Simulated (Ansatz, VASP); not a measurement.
BaSrHfZrO6 in VASP and in Ansatz

```
CELL_PARAMETERS angstrom
5.91784 0.00000 0.00000
0.00000 5.91811 0.00000
-0.00196 0.00000 8.36992
ATOMIC_POSITIONS crystal
Ba 0.75379 0.50691 0.49995
Ba 0.24621 0.00691 0.50005
Sr 0.75186 0.48956 0.00009
Sr 0.24814 0.98956 0.99991
Zr 0.75032 0.99967 0.75483
Zr 0.24968 0.49967 0.24517
Hf 0.24968 0.49967 0.75467
Hf 0.75032 0.99967 0.24533
O 0.02090 0.76740 0.73607
O 0.97910 0.26740 0.26393
O 0.47820 0.23200 0.78079
O 0.52180 0.73200 0.21921
O 0.98280 0.27077 0.73608
O 0.01720 0.77077 0.26392
O 0.51783 0.72830 0.78081
O 0.48217 0.22830 0.21919
O 0.80345 0.00751 0.00160
O 0.19655 0.50751 0.99840
O 0.71608 0.99821 0.49780
O 0.28392 0.49821 0.50220
```

Alike in both runs: task electric field gradients; functional r2SCAN; k mesh 4 × 4 × 3; occupations fermi-dirac, width 0.02 eV; no spin polarisation.

```csv
,VASP,Ansatz
version,VASP 6.6.1,Ansatz 0.2.0
potentials or method,"VASP PAW PBE potentials, release 64 (Ba_sv, Sr_sv, Zr_sv, Hf_pv, O)","plane-wave PAW, scalar-relativistic"
plane-wave cutoff (eV),520,500
valence electrons in the cell,156,188
```

VASP gave:

- gap on the k mesh at the Fermi level (eV): 4.08
- pressure (GPa): -4.1
- traceless stress, the component that is largest in VASP (GPa): 0.09
- rms of the force components (eV/Å): 0.052
- size of Vzz on the site where it differs most (V/Å²): 47.6

Estimate Ansatz's values.

gap on the k mesh at the Fermi level (eV): 4.11; pressure (GPa): -3.9; traceless stress, the component that is largest in VASP (GPa): 0.05; rms of the force components (eV/Å): 0.123; size of Vzz on the site where it differs most (V/Å²): 45.4.

VASP's potentials were made for PBE, not for r2SCAN. Atom by atom the forces differ by 0.083 eV/Å (rms over components). The functional is the same, so the differences come from potentials, cutoffs and numerics. VASP's potentials hold 156 valence electrons a cell and Ansatz's 188, so a difference there can come from the potentials and not from the codes.

Spin-orbit coupling is off throughout.
